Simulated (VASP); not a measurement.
# SnS2 in VASP: a series of runs, part 2 of 2

VASP 6.6.1. The steps go on from the part before.

## 5. Relaxation of the atoms, PBE+D3(BJ)

Contents of INCAR:

```
PREC     = Accurate       # precision mode
ENCUT    = 450            # plane-wave cutoff, eV
EDIFF    = 1E-7           # SCF threshold, eV
ISMEAR   = 0              # smearing method
SIGMA    = 0.05           # smearing width, eV
LREAL    = False          # projectors in reciprocal space
LASPH    = True           # aspherical terms in the spheres
NELM     = 120            # most SCF steps
ALGO     = Normal         # electronic algorithm
ISIF     = 2              # what is computed and relaxed
LWAVE    = False          # write WAVECAR
LCHARG   = False          # write CHGCAR
LDIPOL   = True         
IDIPOL   = 3            
DIPOL    = 0.5 0.5 0.500
GGA      = PE             # functional
IVDW     = 12             # dispersion correction
IBRION   = 2              # ionic algorithm
NSW      = 60             # ionic steps
EDIFFG   = -0.04          # ionic threshold
GGA_COMPAT= False        
NELMIN   = 4            
NELMDL   = -8
```

Contents of KPOINTS:

```
regular mesh
0
Gamma
  9 9 1
```

Contents of POSCAR:

```
SnS2
1.0
    3.6652639498      0.0000000000      0.0000000000
   -1.8326319749      3.1742116921      0.0000000000
    0.0000000000      0.0000000000     22.9680696474
S Sn
2 1
Direct
    0.3333333333      0.6666666667      0.4353870462
    0.6666666667      0.3333333333      0.5646129538
    0.0000000000      0.0000000000      0.4999998997
```

Potentials or basis: VASP PAW PBE potentials, release 64 (S, Sn_d).

Command:

```bash
cat potpaw_PBE.64/S/POTCAR potpaw_PBE.64/Sn_d/POTCAR > POTCAR
mpirun -np 1 vasp_std > vasp.out
```

OUTCAR:

```text
PREC = Accurate
   ENCUT = 450
   EDIFF = 1E-7
   ISMEAR = 0
   LREAL = False
   LASPH = True
   NELM = 120
   ISIF = 2
   GGA = PE
   IVDW = 12
   IBRION = 2
   NSW = 60
   EDIFFG = -0.04
   NELMIN = 4
   NELMDL = -8
 IVDW          = 12

 ion  position               nearest neighbor table
   1  0.333  0.667  0.435-   3 2.58   3 2.58   3 2.58
   2  0.667  0.333  0.565-   3 2.58   3 2.58   3 2.58
[... 435 lines left out ...]
  Direction    XX          YY          ZZ          XY          YZ          ZX
  --------------------------------------------------------------------------------------
  -------------------------------------------------------------------------------------
  Total      -0.06873    -0.06873    -0.04557     0.00000    -0.00000     0.00000
  in kB      -0.41208    -0.41208    -0.27323     0.00000    -0.00000     0.00000
  external pressure =       -0.37 kB  Pullay stress =        0.00 kB

 VOLUME and BASIS-vectors are now :
 -----------------------------------------------------------------------------
  energy-cutoff  :      450.00
  volume of cell :      267.22
      direct lattice vectors                 reciprocal lattice vectors
     3.665263950  0.000000000  0.000000000     0.272831647  0.157519425  0.000000000
    -1.832631975  3.174211692  0.000000000     0.000000000  0.315038850  0.000000000
     0.000000000  0.000000000 22.968069647     0.000000000  0.000000000  0.043538705

 POSITION                                       TOTAL-FORCE (eV/Angst)
 -----------------------------------------------------------------------------------
     -0.00000      2.11614     10.00000        -0.000000     -0.000000      0.008132
      1.83263      1.05807     12.96807        -0.000000      0.000000     -0.008132
      0.00000      0.00000     11.48403         0.000000      0.000000      0.000000
 -----------------------------------------------------------------------------------
    total drift:                                0.000000      0.000000      0.002417

  FREE ENERGIE OF THE ION-ELECTRON SYSTEM (eV)
  ---------------------------------------------------
  free  energy   TOTEN  =       -13.9035028279 eV

  energy  without entropy=      -13.9035028279  energy(sigma->0) =      -13.90350283

 reached required accuracy - stopping structural energy minimisation

 vacuum level on the upper side and lower side of the slab         2.774         2.774
```

OSZICAR:

```text
N       E                     dE             d eps       ncg     rms          rms(c)
DAV:   1     0.185089186582E+03    0.18509E+03   -0.10680E+04   472   0.112E+03
DAV:   2     0.759556931062E+01   -0.17749E+03   -0.17499E+03   573   0.255E+02
DAV:   3    -0.132218906110E+02   -0.20817E+02   -0.20782E+02   514   0.104E+02
[... 17 lines left out ...]
DAV:  21    -0.132075920551E+02   -0.43922E-05   -0.51048E-08   457   0.152E-03    0.130E-03
DAV:  22    -0.132075952586E+02   -0.32035E-05   -0.34992E-08   424   0.752E-04    0.876E-04
DAV:  23    -0.132075963964E+02   -0.11378E-05   -0.12963E-08   432   0.582E-04    0.602E-04
DAV:  24    -0.132075967735E+02   -0.37706E-06   -0.11917E-08   416   0.495E-04    0.864E-05
DAV:  25    -0.132075968228E+02   -0.49314E-07   -0.48520E-10   413   0.212E-04
   1 F= -.13903503E+02 E0= -.13903503E+02  d E =-.139035E+02
```

CONTCAR:

```text
SnS2
   1.00000000000000
     3.6652639497999999    0.0000000000000000    0.0000000000000000
    -1.8326319749000000    3.1742116921000001    0.0000000000000000
     0.0000000000000000    0.0000000000000000   22.9680696474000001
  S               Sn
     2     1
Direct
     0.3333333332999970    0.6666666667000030    0.4353870461999989
     0.6666666667000030    0.3333333332999970    0.5646129538000011
     0.0000000000000000    0.0000000000000000    0.4999998997000006

  0.00000000E+00  0.00000000E+00  0.00000000E+00
  0.00000000E+00  0.00000000E+00  0.00000000E+00
  0.00000000E+00  0.00000000E+00  0.00000000E+00
```

Wall time 1.7 min (1 thread of AMD EPYC 7R13 (Zen 3), shared host); peak memory 0.32 GiB.

Results:

- Free energy: -13.9035 eV
- Largest force after relaxing: 0.008 eV/Å
- Band gap on the k mesh: 1.63 eV, indirect (least direct gap 1.88 eV)
- Dispersion energy per atom: -0.232 eV

Forces in eV/Å, atoms in the order of the input:
```
S    0.000  0.000  0.008
S    0.000  0.000 -0.008
Sn   0.000  0.000  0.000
```

Final structure:
```cif
data_structure
_symmetry_space_group_name_H-M 'P 1'
_symmetry_Int_Tables_number 1
_cell_length_a 3.6653
_cell_length_b 3.6653
_cell_length_c 22.9681
_cell_angle_alpha 90.000
_cell_angle_beta 90.000
_cell_angle_gamma 120.000
_cell_volume 267.22
loop_
_atom_site_label
_atom_site_type_symbol
_atom_site_fract_x
_atom_site_fract_y
_atom_site_fract_z
_atom_site_occupancy
S1 S 0.33333 0.66667 0.43539 1
S2 S 0.66667 0.33333 0.56461 1
Sn1 Sn 0.00000 0.00000 0.50000 1
```

Caveat: the relaxation stopped at its first step, so nothing moved; spin-orbit coupling is left out, which moves the levels of the heavy elements.

## 6. Summary

```tsv
task	cell	k mesh	cutoff (eV)	gap on the mesh (eV)	largest force (eV/Å)
single point	a = 3.665, b = 3.665, c = 22.968 Å, angles 90.0, 90.0, 120.0°, 3 atoms	9 × 9 × 1	400	1.63	0.01
single point	a = 3.598, b = 3.598, c = 22.900 Å, angles 90.0, 90.0, 120.0°, 3 atoms	12 × 12 × 1	400	1.72	0.68
single point	a = 3.665, b = 3.665, c = 22.900 Å, angles 90.0, 90.0, 120.0°, 3 atoms	12 × 12 × 1	400	1.57	0.01
relaxation of the atoms	atoms relaxed from a = 3.665, b = 3.665, c = 22.968 Å, angles 90.0, 90.0, 120.0°, 3 atoms	9 × 9 × 1	450	1.63	0.01
```

Alike in all rows: level PBE+D3(BJ); potentials or basis VASP PAW PBE potentials, release 64 (S, Sn_d); no spin polarisation; smearing gaussian 0.05 eV.

Caveats: spin-orbit coupling is left out, which moves the levels of the heavy elements; the relaxation stopped at its first step, so nothing moved (some runs).

Total energies depend on the potentials used, so only differences within one code and one set of settings carry meaning.
